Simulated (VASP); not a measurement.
# LiH (F-43m) in VASP: notebook

LiH is run at these levels: PBE, r2SCAN, PBEsol; tasks: single point, relaxation of cell and atoms.

Program: VASP 6.6.1. These are calculated values, not measurements. Logs are shortened: lines on timing, memory, paths and dates and some standing lists are left out, and cuts for length are marked.

### 1 The cell of the first run

The structure is cubic, space group F-43m (No. 216). The conventional cell has a = 4.287 Å, b = 4.287 Å, c = 4.287 Å, α = 90.00°, β = 90.00°, γ = 90.00°. Li (site symmetry -43m) has 4 H at 1.86 Å within 2.5 Å. H (site symmetry -43m) has 4 Li at 1.86 Å within 2.5 Å.

### 2 Single point, PBE

INCAR reads:

```
PREC = Accurate ; ENCUT = 520
EDIFF = 1E-6 ; ISMEAR = -1
SIGMA = 0.02 ; LREAL = F
LASPH = T ; NELM = 60
ALGO = Normal ; ISIF = 2
LWAVE = F ; LCHARG = F
GGA = PE ; NBANDS = 9
```

KPOINTS reads:

```
regular mesh
0
Gamma
  12 12 12
```

POSCAR reads:

```
LiH
1.0
    0.0000000000      2.1433375124      2.1433375124
    2.1433375124      0.0000000000      2.1433375124
    2.1433375124      2.1433375124      0.0000000000
Li H
1 1
Direct
    0.0000000000      0.0000000000      0.0000000000
    0.2500000000      0.2500000000      0.2500000000
```

Potentials or basis: VASP PAW PBE potentials, release 64 (Li_sv, H).

Command:

```console
$ cat potpaw_PBE.64/Li_sv/POTCAR potpaw_PBE.64/H/POTCAR > POTCAR
$ mpirun -np 1 vasp_std > vasp.out
```

OUTCAR:

```text
PREC = Accurate
   ENCUT = 520
   EDIFF = 1E-6
   ISMEAR = -1
   LREAL = F
   LASPH = T
   NELM = 60
   ISIF = 2
   GGA = PE

 ion  position               nearest neighbor table
   1  0.000  0.000  0.000-
   2  0.250  0.250  0.250-

  LATTYP: Found a face centered cubic cell.
 ALAT       =     4.2866750248

  Lattice vectors:

 A1 = (   0.0000000000,   2.1433375124,   2.1433375124)
 A2 = (   2.1433375124,   0.0000000000,   2.1433375124)
 A3 = (   2.1433375124,   2.1433375124,   0.0000000000)

Analysis of symmetry for initial positions (statically):
=====================================================================
 Subroutine PRICEL returns:
 Original cell was already a primitive cell.

 Routine SETGRP: Setting up the symmetry group for a
 face centered cubic supercell.

 Subroutine GETGRP returns: Found 24 space group operations
 (whereof 24 operations were pure point group operations)
 out of a pool of 48 trial point group operations.

The static configuration has the point symmetry T_d .

Analysis of symmetry for dynamics (positions and initial velocities):
=====================================================================
 Subroutine PRICEL returns:
 Original cell was already a primitive cell.

 Routine SETGRP: Setting up the symmetry group for a
 face centered cubic supercell.

 Subroutine GETGRP returns: Found 24 space group operations
 (whereof 24 operations were pure point group operations)
 out of a pool of 48 trial point group operations.

The dynamic configuration has the point symmetry T_d .

 Subroutine INISYM returns: Found 24 space group operations
 (whereof 24 operations are pure point group operations),
 and found     1 'primitive' translations

----------------------------------------------------------------------------------------

                                     Primitive cell

  volume of cell :      19.6925

  direct lattice vectors                    reciprocal lattice vectors
     0.000000000  2.143337512  2.143337512    -0.233281038  0.233281038  0.233281038
     2.143337512  0.000000000  2.143337512     0.233281038 -0.233281038  0.233281038
     2.143337512  2.143337512  0.000000000     0.233281038  0.233281038 -0.233281038

  length of vectors
     3.031136979  3.031136979  3.031136979     0.404054611  0.404054611  0.404054611
[... 76 lines left out ...]
   LNONCOLLINEAR =      F non collinear calculations
   LSORBIT =      F    spin-orbit coupling
   LASPH  =      T    aspherical Exc in radial PAW
   ENCUT  =  520.0 eV  38.22 Ry    6.18 a.u.   5.64  5.64  5.64*2*pi/ulx,y,z
   NELM   =     60;   NELMIN=  2; NELMDL= -5     # of ELM steps
   EDIFF  = 0.1E-05   stopping-criterion for ELM
   LREAL  =      F    real-space projection
   EDIFFG = 0.1E-04   stopping-criterion for IOM
   NSW    =      0    number of steps for IOM
   IBRION =     -1    ionic relax: 0-MD 1-quasi-New 2-CG
   NFREE  =      0    steps in history (QN), initial steepest desc. (CG)
   ISIF   =      2    stress and relaxation
   ISYM   =      2    0-nonsym 1-usesym 2-fastsym
   POTIM  = 0.5000    time-step for ionic-motion
   TEBEG  =    0.0;   TEEND  =   0.0 temperature during run
   PSTRESS=    0.0 pullay stress
   NELECT =       4.0000    total number of electrons
   NUPDOWN=      -1.0000    fix difference up-down
   EMIN   =  10.00;   EMAX   =-10.00  energy-range for DOS
   EFERMI =   0.00;   METHOD = LEGACY
   ISMEAR =    -1;   SIGMA  =   0.02  broadening in eV -4-tet -1-fermi 0-gaus
   EFERMI_NEDOS =   21; number of points for ismear=-14 and -15
   IALGO  =     38    algorithm
   IMIX   =      4    mixing-type and parameters
     AMIX     =   0.40;   BMIX     =  1.00
     AMIX_MAG =   1.60;   BMIX_MAG =  1.00
  volume/ion in A,a.u.               =       9.85        66.45
  Fermi-wavevector in a.u.,A,eV,Ry     =   0.962338  1.818555 12.600277  0.926094
  Thomas-Fermi vector in A             =   2.091788
   LORBIT       =      0    0 simple, 1 ext, 2 COOP (PROOUT), +10 PAW based schemes
   GGA     = PE    functional components
   LHFCALC =     F    Hartree Fock is set to
   AEXX    =    0.0000 exact exchange contribution
   IVDW    =     0    specifies the selected vdW correction
   LEPSILON=     F    determine dielectric tensor
   LRPA    =     F    only Hartree local field effects (RPA)
 non-spin polarized calculation
  energy-cutoff  :      520.00
  volume of cell :       19.69
 maximum number of plane-waves:       544
   NGX = 11   NGY = 11   NGZ = 11

 number of electron       3.9999993 magnetization

 Free energy of the ion-electron system (eV)
  ---------------------------------------------------
  ext. energy  EPLUGINS =         0.00000000
  ---------------------------------------------------
  free energy    TOTEN  =        -6.03064660 eV

  energy without entropy =       -6.03064660  energy(sigma->0) =       -6.03064660

 E-fermi :  -1.0426     XC(G=0):  -7.7015

 val. band max:       -1.6402937996   @ k =  -0.2500   0.5000   0.2500
 cond. band min:       2.5650362438   @ k =   0.5000   0.0000   0.0000
 fundamental gap:      4.2053300434
 Fermi energy:        -1.0425789016

 k-point     1 :       0.0000    0.0000    0.0000
  band No.  band energies     occupation
      1     -44.9971      2.00000
      2      -5.3488      2.00000
      3      11.4428      0.00000
      4      15.6457      0.00000
      5      15.6457      0.00000
      6      15.6457      0.00000
      7      18.2148      0.00000
      8      18.2148      0.00000
      9      18.2148      0.00000
[... 265 lines left out ...]
 k-point    24 :      -0.4167    0.1667    0.0000
  band No.  band energies     occupation
      1     -44.9720      2.00000
      2      -2.4441      2.00000
      3       2.9147      0.00000
      4      10.0321      0.00000
      5      12.0767      0.00000
      6      14.2082      0.00000
      7      19.2573      0.00000
      8      19.9126      0.00000
      9      24.1373      0.00000

 [... further k-points ...]
[... 5 lines left out ...]
  --------------------------------------------------------------------------------------
  -------------------------------------------------------------------------------------
  Total       -0.0168650     -0.0168650     -0.0168650      0.0000000      0.0000000     -0.0000000
  in kB       -1.3721315     -1.3721315     -1.3721315      0.0000000      0.0000000     -0.0000000
  external PRESSURE =      -1.3721315 kB  Pullay stress =       0.0000000 kB

 VOLUME and BASIS-vectors are now :
 -----------------------------------------------------------------------------
  energy-cutoff  :      520.00
  volume of cell :       19.69
      direct lattice vectors                 reciprocal lattice vectors
     0.000000000  2.143337512  2.143337512    -0.233281038  0.233281038  0.233281038
     2.143337512  0.000000000  2.143337512     0.233281038 -0.233281038  0.233281038
     2.143337512  2.143337512  0.000000000     0.233281038  0.233281038 -0.233281038

 POSITION                                       TOTAL-FORCE (eV/Angst)
 -----------------------------------------------------------------------------------
      0.00000      0.00000      0.00000         0.000000      0.000000      0.000000
      1.07167      1.07167      1.07167        -0.000000     -0.000000     -0.000000
 -----------------------------------------------------------------------------------
    total drift:                               -0.000000     -0.000000     -0.000000

  FREE ENERGIE OF THE ION-ELECTRON SYSTEM (eV)
  ---------------------------------------------------
  free  energy   TOTEN  =        -6.0306465957 eV

  energy  without entropy=       -6.0306465957  energy(sigma->0) =       -6.03064660
```

OSZICAR:

```text
N       E                     dE             d eps       ncg     rms          rms(c)
DAV:   1    -0.799180121242E+00   -0.79918E+00   -0.13669E+03  1304   0.398E+02
DAV:   2    -0.627963560881E+01   -0.54805E+01   -0.54530E+01  1909   0.583E+01
DAV:   3    -0.637324491555E+01   -0.93609E-01   -0.93575E-01  1526   0.624E+00
DAV:   4    -0.637399359989E+01   -0.74868E-03   -0.74861E-03  1807   0.495E-01
DAV:   5    -0.637399562044E+01   -0.20206E-05   -0.20205E-05  1507   0.249E-02    0.331E+00
DAV:   6    -0.610161334543E+01    0.27238E+00   -0.26101E-01  1373   0.143E+00    0.161E+00
DAV:   7    -0.602528719106E+01    0.76326E-01   -0.29420E-01  1462   0.172E+00    0.290E-01
DAV:   8    -0.603068752252E+01   -0.54003E-02   -0.11612E-02  1465   0.541E-01    0.530E-02
DAV:   9    -0.603064659831E+01    0.40924E-04   -0.24159E-04  1642   0.711E-02    0.891E-03
DAV:  10    -0.603064710900E+01   -0.51069E-06   -0.11794E-05  1570   0.233E-02    0.526E-03
DAV:  11    -0.603064659569E+01    0.51331E-06   -0.17351E-06  1730   0.386E-03
   1 F= -.60306466E+01 E0= -.60306466E+01  d E =-.480898E-15
```

Wall time 6.6 s (1 thread of Intel Xeon Platinum 8488C (Sapphire Rapids), shared host); peak memory 0.13 GiB.

What came out:

```yaml
Free_energy: -6.0306 eV
Band_gap_on_the_k_mesh: 4.21 eV, indirect (least direct gap 5.27 eV)
```

Caveat: the cutoff is under 1.25 times the usual one of these potentials, so pressure, stress and relaxed cells hold a basis-set (Pulay) error. A k mesh can miss the band edges.

### 3 Single point, r2SCAN

This run uses another cell than the first one, of 9.87 Å³/atom, 1.002 times its volume.

POSCAR reads:

```
LiH
1.0
    0.0000000000      2.1451220264      2.1451220264
    2.1451220264      0.0000000000      2.1451220264
    2.1451220264      2.1451220264      0.0000000000
Li H
1 1
Direct
    0.0000000000      0.0000000000      0.0000000000
    0.2500000000      0.2500000000      0.2500000000
```

INCAR.step1 reads:

```
ALGO = Normal
EDIFF = 1E-4
ENCUT = 520
GGA = PE
ISMEAR = -1
LASPH = True
LCHARG = False
LREAL = False
LWAVE = True
NBANDS = 9
NELM = 100
PREC = Accurate
SIGMA = 0.02
```

INCAR.step2 reads:

```
ALGO = Normal
EDIFF = 1E-7
ENCUT = 520
ISIF = 2
ISMEAR = -1
ISTART = 1
LASPH = True
LCHARG = True
LELF = True
LMIXTAU = True
LREAL = False
LVHAR = True
LWAVE = False
METAGGA = R2SCAN
NBANDS = 9
NELM = 100
PREC = Accurate
SIGMA = 0.02
```

KPOINTS reads:

```
k-points
0
Gamma
  10 10 10
```

Potentials or basis: VASP PAW PBE potentials, release 64 (Li_sv, H).

Command:

```console
$ cat potpaw_PBE.64/Li_sv/POTCAR potpaw_PBE.64/H/POTCAR > POTCAR
$ cp INCAR.step1 INCAR
$ mpirun -np 1 vasp_std > vasp.out
$ cp INCAR.step2 INCAR
$ mpirun -np 1 vasp_std > vasp.out
```

OUTCAR:

```text
EDIFF = 1E-7
   ENCUT = 520
   ISIF = 2
   ISMEAR = -1
   ISTART = 1
   LASPH = True
   LREAL = False
   METAGGA = R2SCAN
   NELM = 100
   PREC = Accurate

 ion  position               nearest neighbor table
   1  0.000  0.000  0.000-
   2  0.250  0.250  0.250-

  LATTYP: Found a face centered cubic cell.
 ALAT       =     4.2902440528

  Lattice vectors:

 A1 = (   0.0000000000,   2.1451220264,   2.1451220264)
 A2 = (   2.1451220264,   0.0000000000,   2.1451220264)
 A3 = (   2.1451220264,   2.1451220264,   0.0000000000)

Analysis of symmetry for initial positions (statically):
=====================================================================
 Subroutine PRICEL returns:
 Original cell was already a primitive cell.

 Routine SETGRP: Setting up the symmetry group for a
 face centered cubic supercell.

 Subroutine GETGRP returns: Found 24 space group operations
 (whereof 24 operations were pure point group operations)
 out of a pool of 48 trial point group operations.

The static configuration has the point symmetry T_d .

Analysis of symmetry for dynamics (positions and initial velocities):
=====================================================================
 Subroutine PRICEL returns:
 Original cell was already a primitive cell.

 Routine SETGRP: Setting up the symmetry group for a
 face centered cubic supercell.

 Subroutine GETGRP returns: Found 24 space group operations
 (whereof 24 operations were pure point group operations)
 out of a pool of 48 trial point group operations.

The dynamic configuration has the point symmetry T_d .

 Subroutine INISYM returns: Found 24 space group operations
 (whereof 24 operations are pure point group operations),
 and found     1 'primitive' translations

----------------------------------------------------------------------------------------

                                     Primitive cell

[... 106 lines left out ...]
   EFERMI_NEDOS =   21; number of points for ismear=-14 and -15
   IALGO  =     38    algorithm
   IMIX   =      4    mixing-type and parameters
     AMIX     =   0.40;   BMIX     =  1.00
     AMIX_MAG =   1.60;   BMIX_MAG =  1.00
  volume/ion in A,a.u.               =       9.87        66.61
  Fermi-wavevector in a.u.,A,eV,Ry     =   0.961537  1.817042 12.579322  0.924554
  Thomas-Fermi vector in A             =   2.090918
   LORBIT       =      0    0 simple, 1 ext, 2 COOP (PROOUT), +10 PAW based schemes
   METAGGA = R2SCAN    functional components
   LHFCALC =     F    Hartree Fock is set to
   AEXX    =    0.0000 exact exchange contribution
   IVDW    =     0    specifies the selected vdW correction
   LEPSILON=     F    determine dielectric tensor
   LRPA    =     F    only Hartree local field effects (RPA)
 non-spin polarized calculation
  energy-cutoff  :      520.00
  volume of cell :       19.74
 maximum number of plane-waves:       544
   NGX = 11   NGY = 11   NGZ = 11

 number of electron       3.9999993 magnetization

 Free energy of the ion-electron system (eV)
  ---------------------------------------------------
  ext. energy  EPLUGINS =         0.00000000
  ---------------------------------------------------
  free energy    TOTEN  =        -6.71053858 eV

  energy without entropy =       -6.71053858  energy(sigma->0) =       -6.71053858

 E-fermi :  -1.4260     XC(G=0):  -7.9619

 val. band max:       -1.9833698425   @ k =  -0.3000   0.5000   0.2000
 cond. band min:       2.8389282216   @ k =   0.5000   0.0000   0.0000
 fundamental gap:      4.8222980641
 Fermi energy:        -1.4259928390

 k-point     1 :       0.0000    0.0000    0.0000
  band No.  band energies     occupation
      1     -46.6771      2.00000
      2      -5.6315      2.00000
      3      12.1690      0.00000
      4      16.9200      0.00000
      5      16.9200      0.00000
      6      16.9209      0.00000
      7      18.5722      0.00000
      8      18.5722      0.00000
      9      18.5724      0.00000
[... 265 lines left out ...]
 k-point    24 :       0.4000    0.3000    0.0000
  band No.  band energies     occupation
      1     -46.6531      2.00000
      2      -3.2232      2.00000
      3       6.3840      0.00000
      4       9.6338      0.00000
      5      10.4878      0.00000
      6      12.3042      0.00000
      7      17.9882      0.00000
      8      26.6753      0.00000
      9      27.4508      0.00000

 [... further k-points ...]
[... 5 lines left out ...]
  --------------------------------------------------------------------------------------
  -------------------------------------------------------------------------------------
  Total       -0.0259725     -0.0259725     -0.0259725      0.0000000      0.0000000     -0.0000000
  in kB       -2.1078468     -2.1078468     -2.1078468      0.0000000      0.0000000     -0.0000000
  external PRESSURE =      -2.1078468 kB  Pullay stress =       0.0000000 kB

 VOLUME and BASIS-vectors are now :
 -----------------------------------------------------------------------------
  energy-cutoff  :      520.00
  volume of cell :       19.74
      direct lattice vectors                 reciprocal lattice vectors
     0.000000000  2.145122026  2.145122026    -0.233086973  0.233086973  0.233086973
     2.145122026  0.000000000  2.145122026     0.233086973 -0.233086973  0.233086973
     2.145122026  2.145122026  0.000000000     0.233086973  0.233086973 -0.233086973

 POSITION                                       TOTAL-FORCE (eV/Angst)
 -----------------------------------------------------------------------------------
      0.00000      0.00000      0.00000         0.000000      0.000000      0.000000
      1.07256      1.07256      1.07256        -0.000000     -0.000000     -0.000000
 -----------------------------------------------------------------------------------
    total drift:                                0.000000      0.000000     -0.000000

  FREE ENERGIE OF THE ION-ELECTRON SYSTEM (eV)
  ---------------------------------------------------
  free  energy   TOTEN  =        -6.7105385766 eV

  energy  without entropy=       -6.7105385766  energy(sigma->0) =       -6.71053858
```

OUTCAR.step1:

```text
EDIFF = 1E-4
   ENCUT = 520
   GGA = PE
   ISMEAR = -1
   LASPH = True
[... 508 lines left out ...]
      0.00000      0.00000      0.00000         0.000000     -0.000000      0.000000
      1.07256      1.07256      1.07256        -0.000000      0.000000     -0.000000
 -----------------------------------------------------------------------------------
    total drift:                                0.000001      0.000001      0.000001

  FREE ENERGIE OF THE ION-ELECTRON SYSTEM (eV)
  ---------------------------------------------------
  free  energy   TOTEN  =        -6.0306580626 eV

  energy  without entropy=       -6.0306580626  energy(sigma->0) =       -6.03065806
```

OSZICAR.step1:

```text
N       E                     dE             d eps       ncg     rms          rms(c)
DAV:   1    -0.958706087608E+00   -0.95871E+00   -0.14627E+03   854   0.416E+02
DAV:   2    -0.626452373740E+01   -0.53058E+01   -0.52758E+01  1161   0.568E+01
DAV:   3    -0.637290785758E+01   -0.10838E+00   -0.10831E+00  1059   0.673E+00
DAV:   4    -0.637393141938E+01   -0.10236E-02   -0.10232E-02  1116   0.513E-01
DAV:   5    -0.637393636475E+01   -0.49454E-05   -0.49454E-05  1092   0.289E-02    0.331E+00
DAV:   6    -0.610152223347E+01    0.27241E+00   -0.26160E-01   891   0.143E+00    0.161E+00
DAV:   7    -0.602526656850E+01    0.76256E-01   -0.29423E-01   947   0.172E+00    0.290E-01
DAV:   8    -0.603069601102E+01   -0.54294E-02   -0.11750E-02   983   0.546E-01    0.522E-02
DAV:   9    -0.603065806261E+01    0.37948E-04   -0.23870E-04  1087   0.708E-02
   1 F= -.60306581E+01 E0= -.60306581E+01  d E =-.129345E-14
```

Wall time 23 s (1 thread of Intel Xeon Platinum 8488C (Sapphire Rapids), shared host); peak memory 0.14 GiB.

What came out:

```yaml
Free_energy: -6.7105 eV
Band_gap_on_the_k_mesh: 4.82 eV, indirect (least direct gap 5.85 eV)
```

Caveat: the cutoff is under 1.25 times the usual one of these potentials, so pressure, stress and relaxed cells hold a basis-set (Pulay) error; the PAW data sets were made with another functional, which shifts forces and pressure a little. A k mesh can miss the band edges.

[end of part 1 of 2]
